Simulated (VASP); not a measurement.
Wanted: the native input for a VASP 6.6.1 run.

* Task: relaxation of cell and atoms
* Functional: PBE
* Potentials or basis: VASP PAW PBE potentials, release 64 (Ba_sv)
* Cutoff: 600 eV
* k mesh: 6 × 6 × 4
* Occupations: gaussian, width 0.05 eV
* Spin: no spin polarisation
* Dipole correction: no
* Further INCAR settings: ALGO = Normal; EDIFF = 1e-06; IBRION = 2; EDIFFG = -0.03; NSW = 80; ISIF = 3

The structure of Ba lies in POSCAR:

```
Ba
1.0
    4.4720009691      0.0000000000      0.0000000000
   -2.2360004845      3.8728664450      0.0000000000
    0.0000000000      0.0000000000      7.3042682495
Ba
2
Direct
    0.3333333333      0.6666666667      0.7500000000
    0.6666666667      0.3333333333      0.2500000000
```

This isn't the form of Ba at room conditions, which is bcc.

These files were run (other wordings do the same):

INCAR

```
SYSTEM = Ba
  ALGO = Normal
  EDIFF = 1E-6
  EDIFFG = -0.03
  ENCUT = 600
  GGA = PE
  IBRION = 2
  ISIF = 3
  ISMEAR = 0
  LASPH = .True.
  LCHARG = .False.
  LREAL = .False.
  LWAVE = .False.
  NELM = 100
  NSW = 80
  PREC = Accurate
  SIGMA = 0.05
```

KPOINTS

```
k-points
0
Gamma
  6 6 4
  0 0 0
```

Potentials or basis: VASP PAW PBE potentials, release 64 (Ba_sv).

Command:

```console
$ cat potpaw_PBE.64/Ba_sv/POTCAR > POTCAR
$ mpirun -np 1 vasp_std > vasp.out
```

It gave:

```yaml
Relaxed_volume: 63.63 Å³/atom
Relaxed_cell: a = 4.464 Å, b = 4.464 Å, c = 7.376 Å, α = 90.00°, β = 90.00°, γ = 120.00°
Space_group_after_relaxing_to_0.1_Å: P6_3/mmc (No. 194)
Energy_gained_by_relaxing: 0.4 meV/atom
Ionic_steps: 3
Pressure_after_relaxing: 0.0 GPa
Band_gap_on_the_k_mesh: zero (bands 10 and 11 overlap by 0.33 eV)
```

Caveat: spin-orbit coupling is left out, which moves the levels of the heavy elements.

It took 59 s on 1 thread of Intel(R) Xeon(R) Platinum 8259CL CPU @ 2.50GHz (Skylake/Cascade Lake), with other jobs on the host, peak memory 0.29 GiB.
